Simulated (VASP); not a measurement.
# Ga15P16 (a cell with a defect) in VASP: single point with PBE

Aim: the single point of Ga15P16 (a cell with a defect) with PBE.

Program: VASP 6.6.1. These are calculated values, not measurements. Logs are shortened: lines on timing, memory, paths and dates and some standing lists are left out, and cuts for length are marked.

## 1. The cell of the first run

The cell holds a defect, 31 atoms: a = 9.535 Å, b = 9.535 Å, c = 9.535 Å, α = 109.47°, β = 109.47°, γ = 109.47°.

## 2. Single point, PBE, collinear spin

INCAR reads:

```
SYSTEM = Ga15P16
ALGO     = Normal         ! electronic algorithm
EDIFF    = 1E-7           ! SCF threshold, eV
ENCUT    = 520            ! plane-wave cutoff, eV
GGA      = PE             ! functional
ISIF     = 2              ! what is computed and relaxed
ISMEAR   = 0              ! smearing method
ISPIN    = 2              ! spin polarisation
LASPH    = .True.         ! aspherical terms in the spheres
LCHARG   = .False.        ! write CHGCAR
LORBIT   = 11             ! projections on sites
LREAL    = Auto         
LWAVE    = .False.        ! write WAVECAR
MAGMOM   = 0 0 0 0 0 0 0 0 0 0 0 0 0 0 0 0.25 0 0 0.25 0 0.25 0 0 0 0 0 0 0.25 0 0 0 ! initial moments
NBANDS   = 162            ! bands
NELECT   = 277.0        
NELM     = 150            ! most SCF steps
PREC     = Accurate       ! precision mode
SIGMA    = 0.01           ! smearing width, eV
```

KPOINTS reads:

```
k-points
0
Gamma
  1 1 1
  0 0 0
```

POSCAR reads:

```
Ga15P16
1.0
   -5.5051169764      5.5051169764     -5.5051169764
    5.5051169764     -5.5051169764     -5.5051169764
   -5.5051169764     -5.5051169764      5.5051169764
Ga P
15 16
Direct
    0.7593890282      0.2500000000      1.0024169251
    0.5000000000      0.2500000000      0.2500000000
    0.2524169251      0.0093890282      0.7500000000
    0.2524169251      0.2500000000      0.5093890282
    1.0000000000      1.0093890282      1.0024169251
    0.7475830749     -0.0024169251      0.2569721031
    0.5000000000      0.7500000000      0.7500000000
    0.5069721031     -0.0024169251      0.4975830749
    0.2406109718      0.7430278969      0.9906109718
    0.0000000000      0.7500000000      0.2500000000
    0.7593890282      0.5024169251      0.7500000000
    0.7475830749      0.7569721031      0.4975830749
    0.4930278969      0.4906109718      0.9906109718
    0.2406109718      0.4906109718      0.2430278969
    0.0000000000      0.5024169251      0.5093890282
    0.0000000000      0.4855736856      0.7500000000
    0.7513177441      0.4993271135     -0.0006728865
    0.4980093694      0.4986822559      0.2480093694
    0.2355736856      0.2500000000      0.7500000000
    0.2493271135      0.4993271135      0.5013177441
    0.0000000000      0.2500000000     -0.0144263144
    0.7506728865      0.2500000000      0.2519906306
    0.5019906306      0.0006728865      0.7500000000
    0.5019906306      0.2500000000      0.5006728865
    0.2493271135      0.0013177441     -0.0006728865
    0.0000000000      0.0006728865      0.2519906306
    0.7506728865      0.7519906306      0.7500000000
    0.7644263144      0.0144263144      0.5144263144
    0.4980093694      0.7480093694     -0.0013177441
    0.2486822559      0.7480093694      0.2480093694
    0.0000000000      0.7519906306      0.5006728865
```

Potentials or basis: VASP PAW PBE potentials, release 64 (Ga_d, P).

Command:

```
$ cat potpaw_PBE.64/Ga_d/POTCAR potpaw_PBE.64/P/POTCAR > POTCAR
$ mpirun -np 1 vasp_gam > vasp.out
```

OUTCAR:

```text
SYSTEM = Ga15P16
   EDIFF = 1E-7
   ENCUT = 520
   GGA = PE
   ISIF = 2
   ISMEAR = 0
   ISPIN = 2
   LASPH = .True.
   LORBIT = 11
   LREAL = Auto
   NELECT = 277.0
   NELM = 150
   PREC = Accurate

 ion  position               nearest neighbor table
   1  0.759  0.250  0.002-  21 2.35  22 2.41  17 2.41  23 2.41
   2  0.500  0.250  0.250-  22 2.38  24 2.38  18 2.38  25 2.38
   3  0.252  0.009  0.750-  19 2.35  23 2.41  25 2.41  31 2.41
   4  0.252  0.250  0.509-  19 2.35  24 2.41  20 2.41  26 2.41
   5  0.000  0.009  0.002-  21 2.35  26 2.41  25 2.41  27 2.41
   6  0.748  0.998  0.257-  28 2.35  29 2.41  22 2.41  26 2.41
   7  0.500  0.750  0.750-  20 2.38  23 2.38  27 2.38  29 2.38
   8  0.507  0.998  0.498-  28 2.35  30 2.41  23 2.41  24 2.41
   9  0.241  0.743  0.991-  16 2.35  25 2.41  29 2.41  30 2.41
  10  0.000  0.750  0.250-  26 2.38  31 2.38  30 2.38  17 2.38
  11  0.759  0.502  0.750-  16 2.35  27 2.41  24 2.41  17 2.41
  12  0.748  0.757  0.498-  28 2.35  18 2.41  27 2.41  31 2.41
  13  0.493  0.491  0.991-  19 2.35  17 2.41  18 2.41  29 2.41
  14  0.241  0.491  0.243-  21 2.35  20 2.41  18 2.41  30 2.41
  15  0.000  0.502  0.509-  16 2.35  31 2.41  22 2.41  20 2.41
  16  0.000  0.486  0.750-   9 2.35  11 2.35  15 2.35
  17  0.751  0.499  0.999-  10 2.38  13 2.41  11 2.41   1 2.41
  18  0.498  0.499  0.248-   2 2.38  12 2.41  13 2.41  14 2.41
  19  0.236  0.250  0.750-   3 2.35   4 2.35  13 2.35
  20  0.249  0.499  0.501-   7 2.38  14 2.41   4 2.41  15 2.41
  21  0.000  0.250  0.986-   1 2.35   5 2.35  14 2.35
  22  0.751  0.250  0.252-   2 2.38   1 2.41   6 2.41  15 2.41
  23  0.502  0.001  0.750-   7 2.38   3 2.41   1 2.41   8 2.41
  24  0.502  0.250  0.501-   2 2.38   4 2.41   8 2.41  11 2.41
  25  0.249  0.001  0.999-   2 2.38   9 2.41   5 2.41   3 2.41
  26  0.000  0.001  0.252-  10 2.38   5 2.41   6 2.41   4 2.41
  27  0.751  0.752  0.750-   7 2.38  11 2.41   5 2.41  12 2.41
  28  0.764  0.014  0.514-   6 2.35   8 2.35  12 2.35
  29  0.498  0.748  0.999-   7 2.38   6 2.41   9 2.41  13 2.41
  30  0.249  0.748  0.248-  10 2.38   8 2.41   9 2.41  14 2.41
  31  0.000  0.752  0.501-  10 2.38  15 2.41  12 2.41   3 2.41

  LATTYP: Found a body centered cubic cell.
 ALAT       =    11.0102339528

  Lattice vectors:

 A1 = (  -5.5051169764,   5.5051169764,  -5.5051169764)
 A2 = (   5.5051169764,  -5.5051169764,  -5.5051169764)
 A3 = (  -5.5051169764,  -5.5051169764,   5.5051169764)

Analysis of symmetry for initial positions (statically):
=====================================================================
 Subroutine PRICEL returns:
 Original cell was already a primitive cell.

 Routine SETGRP: Setting up the symmetry group for a
 body centered cubic supercell.

 Subroutine GETGRP returns: Found 24 space group operations
 (whereof  2 operations were pure point group operations)
 out of a pool of 48 trial point group operations.

The static configuration has the point symmetry C_1h.
 The point group associated with its full space group is T_d .

Analysis of symmetry for dynamics (positions and initial velocities):
=====================================================================
 Subroutine PRICEL returns:
 Original cell was already a primitive cell.

 Routine SETGRP: Setting up the symmetry group for a
 body centered cubic supercell.

 Subroutine GETGRP returns: Found 24 space group operations
 (whereof  2 operations were pure point group operations)
 out of a pool of 48 trial point group operations.

The dynamic configuration has the point symmetry C_1h.
 The point group associated with its full space group is T_d .

Analysis of structural, dynamic, and magnetic symmetry:
=====================================================================
 Subroutine PRICEL returns:
 Original cell was already a primitive cell.

 Routine SETGRP: Setting up the symmetry group for a
 body centered cubic supercell.

 Subroutine GETGRP returns: Found 24 space group operations
 (whereof  2 operations were pure point group operations)
 out of a pool of 48 trial point group operations.

The overall configuration has the point symmetry C_1h.
 The point group associated with its full space group is T_d .

 Subroutine INISYM returns: Found 24 space group operations
 (whereof  2 operations are pure point group operations),
 and found     1 'primitive' translations

----------------------------------------------------------------------------------------

                                     Primitive cell

[... 114 lines left out ...]
 SYSTEM =  Ga15P16
   PREC   = accura    normal or accurate (medium, high low for compatibility)
   ISTART =      0    job   : 0-new  1-cont  2-samecut
   ICHARG =      2    charge: 1-file 2-atom 10-const
   ISPIN  =      2    spin polarized calculation?
   LNONCOLLINEAR =      F non collinear calculations
   LSORBIT =      F    spin-orbit coupling
   LASPH  =      T    aspherical Exc in radial PAW
   ENCUT  =  520.0 eV  38.22 Ry    6.18 a.u.  17.73 17.73 17.73*2*pi/ulx,y,z
   NELM   =    150;   NELMIN=  2; NELMDL= -5     # of ELM steps
   EDIFF  = 0.1E-06   stopping-criterion for ELM
   LREAL  =      T    real-space projection
   EDIFFG = 0.1E-05   stopping-criterion for IOM
   NSW    =      0    number of steps for IOM
   IBRION =     -1    ionic relax: 0-MD 1-quasi-New 2-CG
   NFREE  =      0    steps in history (QN), initial steepest desc. (CG)
   ISIF   =      2    stress and relaxation
   ISYM   =      2    0-nonsym 1-usesym 2-fastsym
   POTIM  = 0.5000    time-step for ionic-motion
   TEBEG  =    0.0;   TEEND  =   0.0 temperature during run
   PSTRESS=    0.0 pullay stress
   NELECT =     277.0000    total number of electrons
   NUPDOWN=      -1.0000    fix difference up-down
   EMIN   =  10.00;   EMAX   =-10.00  energy-range for DOS
   EFERMI =   0.00;   METHOD = LEGACY
   ISMEAR =     0;   SIGMA  =   0.01  broadening in eV -4-tet -1-fermi 0-gaus
   EFERMI_NEDOS =   21; number of points for ismear=-14 and -15
   IALGO  =     38    algorithm
   IMIX   =      4    mixing-type and parameters
     AMIX     =   0.40;   BMIX     =  1.00
     AMIX_MAG =   1.60;   BMIX_MAG =  1.00
  volume/ion in A,a.u.               =      21.53       145.28
  Fermi-wavevector in a.u.,A,eV,Ry     =   1.221185  2.307705 20.290278  1.491293
  Thomas-Fermi vector in A             =   2.356376
   LORBIT       =     11    0 simple, 1 ext, 2 COOP (PROOUT), +10 PAW based schemes
   GGA     = PE    functional components
   LHFCALC =     F    Hartree Fock is set to
   AEXX    =    0.0000 exact exchange contribution
   IVDW    =     0    specifies the selected vdW correction
   LEPSILON=     F    determine dielectric tensor
   LRPA    =     F    only Hartree local field effects (RPA)
 spin polarized calculation
 Gauss-broadening in eV      SIGMA  =   0.01
  energy-cutoff  :      520.00
  volume of cell :      667.36
 maximum number of plane-waves:      8979
 NGX is ok and might be reduce to    70
   NGX = 35   NGY = 35   NGZ = 35

 number of electron     277.0000031 magnetization       1.0000000

 Free energy of the ion-electron system (eV)
  ---------------------------------------------------
  ext. energy  EPLUGINS =         0.00000000
  ---------------------------------------------------
  free energy    TOTEN  =      -127.31369495 eV

  energy without entropy =     -127.30598184  energy(sigma->0) =     -127.30983839

 E-fermi :   4.5517     XC(G=0):  -9.5897

 val. band max:        4.5487023290   @ k =   0.0000   0.0000   0.0000
 cond. band min:       5.7704545346   @ k =   0.0000   0.0000   0.0000
 fundamental gap:      1.2217522056
 Fermi energy:         4.5517462943

 spin component 1

 k-point     1 :       0.0000    0.0000    0.0000
  band No.  band energies     occupation
      1     -10.6182      1.00000
      2     -10.6182      1.00000
      3     -10.6182      1.00000
      4     -10.6055      1.00000
      5     -10.6055      1.00000
      6     -10.6055      1.00000
[... 142 lines left out ...]
    149       7.1345      0.00000
    150       7.1815      0.00000
 Fermi energy:         4.5517462943

 spin component 2

 k-point     1 :       0.0000    0.0000    0.0000
  band No.  band energies     occupation
      1     -10.6154      1.00000
      2     -10.6154      1.00000
      3     -10.6154      1.00000
      4     -10.6030      1.00000
      5     -10.6030      1.00000
      6     -10.6030      1.00000
[... 142 lines left out ...]
    149       7.1500      0.00000
    150       7.1975      0.00000
 [bands above 150 left out]

------------------------ aborting loop because EDIFF is reached ----------------------------------------

  FORCE on cell =-STRESS in cart. coord.  units (eV):
  Direction    XX          YY          ZZ          XY          YZ          ZX
  --------------------------------------------------------------------------------------
  -------------------------------------------------------------------------------------
  Total       16.5702812     16.5702812     16.5702812     -0.0000000     -0.0000000      0.0000000
  in kB       39.7814689     39.7814689     39.7814689     -0.0000000     -0.0000000      0.0000000
  external PRESSURE =      39.7814689 kB  Pullay stress =       0.0000000 kB

 VOLUME and BASIS-vectors are now :
 -----------------------------------------------------------------------------
  energy-cutoff  :      520.00
  volume of cell :      667.36
      direct lattice vectors                 reciprocal lattice vectors
    -5.505116976  5.505116976 -5.505116976    -0.090824591  0.000000000 -0.090824591
     5.505116976 -5.505116976 -5.505116976     0.000000000 -0.090824591 -0.090824591
    -5.505116976 -5.505116976  5.505116976    -0.090824591 -0.090824591  0.000000000

 POSITION                                       TOTAL-FORCE (eV/Angst)
 -----------------------------------------------------------------------------------
     -2.81755      2.79094     -5.54350        -0.000555      0.002491     -0.002491
     -2.75256      0.00000     -2.75256         0.000000      0.000000      0.000000
     -5.46673     -2.79094      2.68757         0.002491     -0.002491     -0.000555
     -2.81755     -2.79094      0.03838        -0.000555     -0.002491      0.002491
      0.03838     -0.06499     -0.03838         0.002491     -0.000555     -0.002491
     -0.03838     -2.79094     -8.19268        -0.002491     -0.002491      0.000555
[... 23 lines left out ...]
      1.38353     -4.11417     -4.12158         0.004303      0.015655      0.004303
      1.38353     -6.89606     -1.38353         0.004303     -0.015655     -0.004303
 -----------------------------------------------------------------------------------
    total drift:                                0.000003      0.000003     -0.000013

  FREE ENERGIE OF THE ION-ELECTRON SYSTEM (eV)
  ---------------------------------------------------
  free  energy   TOTEN  =      -127.3136949529 eV

  energy  without entropy=     -127.3059818370  energy(sigma->0) =     -127.30983839

 total charge

# of ion       s       p       d       tot
------------------------------------------
    1        0.859   0.818  10.008  11.686
    2        0.855   0.837  10.012  11.705
    3        0.859   0.818  10.008  11.686
    4        0.859   0.818  10.008  11.686
    5        0.859   0.818  10.008  11.686
    6        0.859   0.818  10.008  11.686
[... 23 lines left out ...]
   30        1.009   1.538   0.000   2.547
   31        1.009   1.538   0.000   2.547
--------------------------------------------------
tot         29.192  36.685 150.137 216.013

 magnetization (x)

# of ion       s       p       d       tot
------------------------------------------
    1       -0.001   0.002   0.003   0.004
    2       -0.001   0.001   0.003   0.003
    3       -0.001   0.002   0.003   0.004
    4       -0.001   0.002   0.003   0.004
    5       -0.001   0.002   0.003   0.004
    6       -0.001   0.002   0.003   0.004
[... 23 lines left out ...]
   30        0.001   0.017   0.000   0.018
   31        0.001   0.017   0.000   0.018
--------------------------------------------------
tot          0.013   0.499   0.049   0.561
```

It took 4.8 min on 1 thread of AMD EPYC 7R13 (Zen 3), shared host; peak memory 0.99 GiB.

What came out:

| Property | Result |
| --- | --- |
| Free energy | -127.3137 eV |
| Largest force | 0.017 eV/Å |
| Net moment | 1.00 μB per cell |
| Site moments | Ga +0.00; P +0.07, +0.02 μB |
| Valence electrons inside the program's atomic spheres | Ga 11.69, 11.71; P 2.53, 2.55 |

Forces on the atoms (eV/Å):
```
Ga  -0.001  0.002 -0.002
Ga   0.000  0.000  0.000
Ga   0.002 -0.002 -0.001
Ga  -0.001 -0.002  0.002
Ga   0.002 -0.001 -0.002
Ga  -0.002 -0.002  0.001
Ga   0.000  0.000  0.000
Ga  -0.002  0.001 -0.002
Ga   0.001  0.002  0.002
Ga   0.000  0.000  0.000
Ga  -0.002  0.002 -0.001
Ga   0.001 -0.002 -0.002
Ga   0.002  0.001  0.002
Ga   0.002  0.002  0.001
Ga  -0.002 -0.001  0.002
P   -0.001  0.001  0.001
P   -0.004  0.016 -0.004
P    0.016  0.004  0.004
P    0.001 -0.001  0.001
P   -0.004 -0.004  0.016
P    0.001  0.001 -0.001
P   -0.016 -0.004  0.004
P   -0.004  0.004 -0.016
P   -0.016  0.004 -0.004
P    0.016 -0.004 -0.004
P   -0.004 -0.016  0.004
P    0.004 -0.004 -0.016
P   -0.001 -0.001 -0.001
P    0.004  0.004  0.016
P    0.004  0.016  0.004
P    0.004 -0.016 -0.004
```

Levels at points of the mesh, in eV from the Fermi level:
Spin up:
```tsv
k point	band 135	band 136	band 137	band 138	band 139	band 140	band 141	band 142	band 143	band 144
(0.00, 0.00, 0.00)	-0.95	-0.95	-0.12	-0.12	-0.12	1.22	1.32	1.32	1.32	1.35
```
Spin down:
| k point | band 136 | band 137 | band 138 | band 139 | band 140 | band 141 | band 142 | band 143 |
| --- | --- | --- | --- | --- | --- | --- | --- | --- |
| (0.00, 0.00, 0.00) | -0.88 | 0.00 | 0.00 | 0.00 | 1.25 | 1.33 | 1.33 | 1.33 |

Caveat: the k points lie up to 0.81 Å⁻¹ apart; the cell carries a net charge on a neutralising background, which shifts energy and pressure; the cell is charged against a uniform background, so pressure and absolute levels hang on convention.
